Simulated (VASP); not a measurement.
A run of VASP 6.6.1 is set up as follows.

The input INCAR:

```
ALGO = Normal
EDIFF = 1E-6
ENCUT = 500
GGA = PE
GGA_COMPAT = F
ISIF = 2
ISMEAR = 0
LASPH = T
LCHARG = F
LREAL = F
LWAVE = F
NBANDS = 16
NELM = 120
PREC = Accurate
SIGMA = 0.01
```

The input KPOINTS:

```
k-points
0
Gamma
  3 3 3
```

The input POSCAR:

```
AgCl
1.0
    3.3955880419      0.0000000000      0.0000000000
    0.0000000000      3.3955880419      0.0000000000
    0.0000000000      0.0000000000      3.3955880419
Ag Cl
1 1
Direct
    0.0000000000      0.0000000000      0.0000000000
    0.5000000000      0.5000000000      0.5000000000
```

Potentials or basis: VASP PAW PBE potentials, release 64 (Ag, Cl).

The run is started by

```sh
$ cat potpaw_PBE.64/Ag/POTCAR potpaw_PBE.64/Cl/POTCAR > POTCAR
$ mpirun -np 1 vasp_std > vasp.out
```

**Question.** What does it give for the pressure?

**Answer.** 2.0 GPa.

**Question.** Predict the band gap on the k mesh.

**Answer.** 0.85 eV (least direct gap 2.16 eV).

Caveat: the k points lie up to 0.62 Å⁻¹ apart; the structure was generated, so it needn't be the stable form of AgCl; an odd mesh through Γ misses points on the zone boundary, where band edges can lie.
